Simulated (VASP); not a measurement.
Input of a VASP 6.6.1 run:

Contents of POSCAR:

```
Rh
1.0
    0.0000000000      1.9727902632      1.9727902632
    1.9727902632      0.0000000000      1.9727902632
    1.9727902632      1.9727902632      0.0000000000
Rh
1
Direct
    0.0000000000      0.0000000000      0.0000000000
```

Contents of INCAR.step1:

```
SYSTEM = Rh
ALGO     = Normal         ! electronic algorithm
EDIFF    = 1E-5           ! SCF threshold, eV
ENCUT    = 520            ! plane-wave cutoff, eV
GGA      = PE             ! functional
ISIF     = 2              ! what is computed and relaxed
ISMEAR   = 1              ! smearing method
ISPIN    = 2              ! spin polarisation
LASPH    = .True.         ! aspherical terms in the spheres
LMAXMIX  = 4              ! l up to which the mixer works
LORBIT   = 11             ! projections on sites
LREAL    = .False.        ! projectors in reciprocal space
LWAVE    = .True.         ! write WAVECAR
MAGMOM   = 0              ! initial moments
NBANDS   = 18             ! bands
NELM     = 150            ! most SCF steps
PREC     = Accurate       ! precision mode
SIGMA    = 0.15           ! smearing width, eV
```

INCAR.step2

```
SYSTEM = Rh
AEXX     = 0.25           ! exact-exchange fraction
ALGO     = Normal         ! electronic algorithm
EDIFF    = 1E-6           ! SCF threshold, eV
ENCUT    = 520            ! plane-wave cutoff, eV
GGA      = PE             ! functional
ISIF     = 2              ! what is computed and relaxed
ISMEAR   = 1              ! smearing method
ISPIN    = 2              ! spin polarisation
ISTART   = 1            
LASPH    = .True.         ! aspherical terms in the spheres
LCHARG   = .True.         ! write CHGCAR
LELF     = .True.         ! ELF
LHFCALC  = .True.         ! exact exchange
LMAXMIX  = 4              ! l up to which the mixer works
LORBIT   = 11             ! projections on sites
LREAL    = .False.        ! projectors in reciprocal space
LVHAR    = .True.       
LWAVE    = .False.        ! write WAVECAR
MAGMOM   = 0              ! initial moments
NBANDS   = 18             ! bands
NELM     = 150            ! most SCF steps
PREC     = Accurate       ! precision mode
PRECFOCK = Normal       
SIGMA    = 0.15           ! smearing width, eV
```

File KPOINTS:

```
k-points
0
Gamma
  7 7 7
  0 0 0
```

Potentials or basis: VASP PAW PBE potentials, release 64 (Rh_pv).

The run is started by

```bash
$ cat potpaw_PBE.64/Rh_pv/POTCAR > POTCAR
$ cp INCAR.step1 INCAR
$ mpirun -np 1 vasp_std > vasp.out
$ cp INCAR.step2 INCAR
$ mpirun -np 1 vasp_std > vasp.out
```

**Question.** Estimate the pressure.

**Answer.** -27.9 GPa.

**Question.** Predict the net moment.

**Answer.** 0.01 μB per cell.

Caveat: the k points lie up to 0.39 Å⁻¹ apart; the PAW data sets were made with another functional, which shifts forces and pressure a little.
